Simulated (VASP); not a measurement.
# Sn (Pm-3m) in VASP: notebook, part 3 of 3

VASP 6.6.1. The steps go on from the part before.

## Step 6: Single point, PBE (volume scaled by 0.76)

Contents of INCAR:

```
SYSTEM = Sn
PREC = Accurate ; ENCUT = 520
EDIFF = 1E-7 ; ISMEAR = -1
SIGMA = 0.08 ; LREAL = .False.
LASPH = .True. ; NELM = 100
ALGO = Normal ; ISIF = 2
LWAVE = .False. ; LCHARG = .False.
GGA = PE ; NBANDS = 13
```

Contents of KPOINTS:

```
Automatic mesh
0
Gamma
  12 12 12
  0 0 0
```

Contents of POSCAR:

```
Sn
1.0
    2.8200150749      0.0000000000      0.0000000000
    0.0000000000      2.8200150749      0.0000000000
    0.0000000000      0.0000000000      2.8200150749
Sn
1
Direct
    0.0000000000      0.0000000000      0.0000000000
```

Potentials or basis: VASP PAW PBE potentials, release 64 (Sn_d).

Command:

```
$ cat potpaw_PBE.64/Sn_d/POTCAR > POTCAR
$ mpirun -np 1 vasp_std > vasp.out
```

OUTCAR:

```text
SYSTEM = Sn
   PREC = Accurate
   ENCUT = 520
   EDIFF = 1E-7
   ISMEAR = -1
   LREAL = .False.
   LASPH = .True.
   NELM = 100
   ISIF = 2
   GGA = PE

 ion  position               nearest neighbor table
   1  0.000  0.000  0.000-

  LATTYP: Found a simple cubic cell.
 ALAT       =     2.8200150749

  Lattice vectors:

 A1 = (   2.8200150749,   0.0000000000,   0.0000000000)
 A2 = (   0.0000000000,   2.8200150749,   0.0000000000)
 A3 = (   0.0000000000,   0.0000000000,   2.8200150749)

Analysis of symmetry for initial positions (statically):
=====================================================================
 Subroutine PRICEL returns:
 Original cell was already a primitive cell.

 Routine SETGRP: Setting up the symmetry group for a
 simple cubic supercell.

 Subroutine GETGRP returns: Found 48 space group operations
 (whereof 48 operations were pure point group operations)
 out of a pool of 48 trial point group operations.

The static configuration has the point symmetry O_h .

Analysis of symmetry for dynamics (positions and initial velocities):
=====================================================================
 Subroutine PRICEL returns:
 Original cell was already a primitive cell.

 Routine SETGRP: Setting up the symmetry group for a
 simple cubic supercell.

 Subroutine GETGRP returns: Found 48 space group operations
 (whereof 48 operations were pure point group operations)
 out of a pool of 48 trial point group operations.

The dynamic configuration has the point symmetry O_h .

 Subroutine INISYM returns: Found 48 space group operations
 (whereof 48 operations are pure point group operations),
 and found     1 'primitive' translations

----------------------------------------------------------------------------------------

                                     Primitive cell

  volume of cell :      22.4261

  direct lattice vectors                    reciprocal lattice vectors
     2.820015075  0.000000000  0.000000000     0.354608033  0.000000000  0.000000000
     0.000000000  2.820015075  0.000000000     0.000000000  0.354608033  0.000000000
     0.000000000  0.000000000  2.820015075     0.000000000  0.000000000  0.354608033

  length of vectors
     2.820015075  2.820015075  2.820015075     0.354608033  0.354608033  0.354608033

  position of ions in fractional coordinates (direct lattice)
     0.000000000  0.000000000  0.000000000

  ion indices of the primitive-cell ions
   primitive index   ion index
                 1           1

----------------------------------------------------------------------------------------

 KPOINTS: Automatic mesh

Automatic generation of k-mesh.
 Grid dimensions read from file:
 generate k-points for:   12   12   12

 Generating k-lattice:

  Cartesian coordinates                     Fractional coordinates (reciprocal lattice)
     0.029550669  0.000000000  0.000000000     0.083333333  0.000000000  0.000000000
     0.000000000  0.029550669  0.000000000     0.000000000  0.083333333  0.000000000
     0.000000000  0.000000000  0.029550669     0.000000000  0.000000000  0.083333333

  Length of vectors
     0.029550669  0.029550669  0.029550669

  Shift w.r.t. Gamma in fractional coordinates (k-lattice)
     0.000000000  0.000000000  0.000000000

 Subroutine IBZKPT returns following result:
 ===========================================

 Found     84 irreducible k-points:

 Following reciprocal coordinates:
            Coordinates               Weight
  0.000000  0.000000  0.000000      1.000000
  0.083333  0.000000  0.000000      6.000000
  0.166667  0.000000  0.000000      6.000000
  0.250000  0.000000  0.000000      6.000000
  0.333333  0.000000  0.000000      6.000000
  0.416667  0.000000  0.000000      6.000000
[... 16 lines left out ...]
  0.333333  0.333333  0.000000     12.000000
  0.416667  0.333333  0.000000     24.000000
 [... further k-points ...]
   k-points           NKPTS =     84   k-points in BZ     NKDIM =     84   number of bands    NBANDS=     13
   number of dos      NEDOS =    301   number of ions     NIONS =      1
   total plane-waves  NPLWV =  13824
   dimension x,y,z NGX =    24 NGY =   24 NGZ =   24
   dimension x,y,z NGXF=    48 NGYF=   48 NGZF=   48
   ions per type =               1
   NGX,Y,Z   is equivalent  to a cutoff of  14.15, 14.15, 14.15 a.u.
   NGXF,Y,Z  is equivalent  to a cutoff of  28.30, 28.30, 28.30 a.u.
 SYSTEM =  Sn
   PREC   = accura    normal or accurate (medium, high low for compatibility)
   ISTART =      0    job   : 0-new  1-cont  2-samecut
   ICHARG =      2    charge: 1-file 2-atom 10-const
   ISPIN  =      1    spin polarized calculation?
   LNONCOLLINEAR =      F non collinear calculations
   LSORBIT =      F    spin-orbit coupling
   LASPH  =      T    aspherical Exc in radial PAW
   ENCUT  =  520.0 eV  38.22 Ry    6.18 a.u.   5.24  5.24  5.24*2*pi/ulx,y,z
   NELM   =    100;   NELMIN=  2; NELMDL= -5     # of ELM steps
   EDIFF  = 0.1E-06   stopping-criterion for ELM
   LREAL  =      F    real-space projection
   EDIFFG = 0.1E-05   stopping-criterion for IOM
   NSW    =      0    number of steps for IOM
   IBRION =     -1    ionic relax: 0-MD 1-quasi-New 2-CG
   NFREE  =      0    steps in history (QN), initial steepest desc. (CG)
   ISIF   =      2    stress and relaxation
   ISYM   =      2    0-nonsym 1-usesym 2-fastsym
   POTIM  = 0.5000    time-step for ionic-motion
   TEBEG  =    0.0;   TEEND  =   0.0 temperature during run
   PSTRESS=    0.0 pullay stress
   NELECT =      14.0000    total number of electrons
   NUPDOWN=      -1.0000    fix difference up-down
   EMIN   =  10.00;   EMAX   =-10.00  energy-range for DOS
   EFERMI =   0.00;   METHOD = LEGACY
   ISMEAR =    -1;   SIGMA  =   0.08  broadening in eV -4-tet -1-fermi 0-gaus
   EFERMI_NEDOS =   21; number of points for ismear=-14 and -15
   IALGO  =     38    algorithm
   IMIX   =      4    mixing-type and parameters
     AMIX     =   0.40;   BMIX     =  1.00
     AMIX_MAG =   1.60;   BMIX_MAG =  1.00
  volume/ion in A,a.u.               =      22.43       151.34
  Fermi-wavevector in a.u.,A,eV,Ry     =   1.399156  2.644021 26.635268  1.957637
  Thomas-Fermi vector in A             =   2.522243
   LORBIT       =      0    0 simple, 1 ext, 2 COOP (PROOUT), +10 PAW based schemes
   GGA     = PE    functional components
   LHFCALC =     F    Hartree Fock is set to
   AEXX    =    0.0000 exact exchange contribution
   IVDW    =     0    specifies the selected vdW correction
   LEPSILON=     F    determine dielectric tensor
   LRPA    =     F    only Hartree local field effects (RPA)
 non-spin polarized calculation
  energy-cutoff  :      520.00
  volume of cell :       22.43
 maximum number of plane-waves:       624
 NGX is ok and might be reduce to    24
   NGX = 11   NGY = 11   NGZ = 11

 number of electron      14.0000002 magnetization

 Free energy of the ion-electron system (eV)
  ---------------------------------------------------
  ext. energy  EPLUGINS =         0.00000000
  ---------------------------------------------------
  free energy    TOTEN  =        -3.35273436 eV

  energy without entropy =       -3.34114326  energy(sigma->0) =       -3.34693881

 E-fermi :  10.5824     XC(G=0): -11.1905

 val. band max:       10.5623411909   @ k =   0.2500   0.2500   0.0000
 cond. band min:      10.6391348428   @ k =   0.5000   0.5000   0.5000
 fundamental gap:      0.0767936519
 Fermi energy:        10.5824147756

 k-point     1 :       0.0000    0.0000    0.0000
  band No.  band energies     occupation
      1     -11.6477      2.00000
      2     -11.6477      2.00000
      3     -10.8555      2.00000
      4     -10.8555      2.00000
      5     -10.8555      2.00000
      6      -2.2547      2.00000
      7      16.8088      0.00000
      8      16.8088      0.00000
      9      16.8088      0.00000
     10      20.2893      0.00000
     11      20.2893      0.00000
     12      22.5579      0.00000
     13      32.1317      0.00000
[... 353 lines left out ...]
 k-point    24 :       0.4167    0.3333    0.0000
  band No.  band energies     occupation
      1     -11.3776      2.00000
      2     -11.2873      2.00000
      3     -11.0341      2.00000
      4     -10.9924      2.00000
      5     -10.8020      2.00000
      6       3.3125      2.00000
      7       7.4257      2.00000
      8      10.7557      0.20560
      9      15.6489      0.00000
     10      22.5676      0.00000
     11      24.2201      0.00000
     12      26.1839      0.00000
     13      27.7526      0.00000

 [... further k-points ...]

------------------------ aborting loop because EDIFF is reached ----------------------------------------

  FORCE on cell =-STRESS in cart. coord.  units (eV):
  Direction    XX          YY          ZZ          XY          YZ          ZX
  --------------------------------------------------------------------------------------
  -------------------------------------------------------------------------------------
  Total        3.4150889      3.4150889      3.4150889      0.0000000      0.0000000      0.0000000
  in kB      243.9822908    243.9822908    243.9822908      0.0000000      0.0000000      0.0000000
  external PRESSURE =     243.9822908 kB  Pullay stress =       0.0000000 kB

 VOLUME and BASIS-vectors are now :
 -----------------------------------------------------------------------------
  energy-cutoff  :      520.00
  volume of cell :       22.43
      direct lattice vectors                 reciprocal lattice vectors
     2.820015075  0.000000000  0.000000000     0.354608033  0.000000000  0.000000000
     0.000000000  2.820015075  0.000000000     0.000000000  0.354608033  0.000000000
     0.000000000  0.000000000  2.820015075     0.000000000  0.000000000  0.354608033

 POSITION                                       TOTAL-FORCE (eV/Angst)
 -----------------------------------------------------------------------------------
      0.00000      0.00000      0.00000         0.000000      0.000000      0.000000
 -----------------------------------------------------------------------------------
    total drift:                                0.000000     -0.000000      0.000000

  FREE ENERGIE OF THE ION-ELECTRON SYSTEM (eV)
  ---------------------------------------------------
  free  energy   TOTEN  =        -3.3527343623 eV

  energy  without entropy=       -3.3411432628  energy(sigma->0) =       -3.34693881
```

OSZICAR:

```text
N       E                     dE             d eps       ncg     rms          rms(c)
DAV:   1     0.815659580483E+02    0.81566E+02   -0.72664E+03  2232   0.172E+03
DAV:   2     0.194002562103E+01   -0.79626E+02   -0.76677E+02  2364   0.345E+02
DAV:   3    -0.327322213802E+01   -0.52132E+01   -0.51947E+01  2594   0.722E+01
DAV:   4    -0.337475719198E+01   -0.10154E+00   -0.10151E+00  2494   0.106E+01
DAV:   5    -0.337781542201E+01   -0.30582E-02   -0.30582E-02  2665   0.184E+00    0.254E+00
DAV:   6    -0.336024093783E+01    0.17574E-01   -0.11914E-02  2722   0.219E+00    0.144E+00
DAV:   7    -0.335286499611E+01    0.73759E-02   -0.99680E-03  3157   0.194E+00    0.136E-01
DAV:   8    -0.335274603221E+01    0.11896E-03   -0.11010E-03  2674   0.579E-01    0.307E-02
DAV:   9    -0.335273587844E+01    0.10154E-04   -0.38457E-05  2954   0.983E-02    0.164E-02
DAV:  10    -0.335273401756E+01    0.18609E-05   -0.37069E-06  2526   0.239E-02    0.174E-03
DAV:  11    -0.335273468490E+01   -0.66734E-06   -0.10142E-07  2033   0.450E-03    0.131E-03
DAV:  12    -0.335273433453E+01    0.35038E-06   -0.50892E-08  1672   0.376E-03    0.853E-05
DAV:  13    -0.335273436230E+01   -0.27772E-07   -0.71317E-09  1262   0.108E-03
   1 F= -.33527344E+01 E0= -.33469388E+01  d E =-.115911E-01
```

stdout:

```text
POSCAR found type information on POSCAR Sn
 POSCAR found :  1 types and       1 ions
 scaLAPACK will be used
 LDA part: xc-table for (Slater+PW92), standard interpolation
 POSCAR, INCAR and KPOINTS ok, starting setup
 FFT: planning ... GRIDC
 FFT: planning ... GRID_SOFT
 FFT: planning ... GRID
 WAVECAR not read
 entering main loop
```

It took 15 s on 1 thread of Intel Xeon Platinum 8259CL at 2.50GHz (Skylake/Cascade Lake), shared host; peak memory 0.15 GiB.

Results:

```yaml
Free_energy: -3.3527 eV
Pressure: 24.4 GPa
Band_gap_on_the_k_mesh: zero (band 7 reaches 16.81 eV, above the bottom of band 8 at 7.51 eV)
```

Levels at points of the mesh, in eV from the Fermi level:
```tsv
k point	band 3	band 4	band 5	band 6	band 7	band 8	band 9	band 10	band 11	band 12
(0.00, 0.00, 0.00)	-21.44	-21.44	-21.44	-12.84	6.23	6.23	6.23	9.71	9.71	11.98
(0.50, 0.00, 0.00)	-21.65	-21.65	-21.42	-8.59	-6.23	9.84	9.84	12.22	12.55	13.48
(0.50, 0.50, 0.00)	-21.62	-21.62	-21.20	-4.02	-3.07	-3.07	2.31	14.23	15.13	15.13
(0.50, 0.50, 0.50)	-21.91	-21.19	-21.19	0.06	0.06	0.06	1.60	6.03	6.03	6.03
```

Caveat: spin-orbit coupling is left out, which moves the levels of the heavy elements.

## Step 7: The runs side by side

| cell | gap on the mesh (eV) | pressure (GPa) |
| --- | --- | --- |
| a = 2.606 Å, 1 atom | none | 81.1 |
| a = 2.717 Å, 1 atom | none | 45.1 |
| a = 2.820 Å, 1 atom | none | 24.4 |

Alike in all rows: task single point; level PBE; potentials or basis VASP PAW PBE potentials, release 64 (Sn_d); no spin polarisation; k mesh 12 × 12 × 12; cutoff (eV) 520; smearing fermi-dirac 0.08 eV.

Caveats: spin-orbit coupling is left out, which moves the levels of the heavy elements.

Total energies depend on the potentials used, so only differences within one code and one set of settings carry meaning.
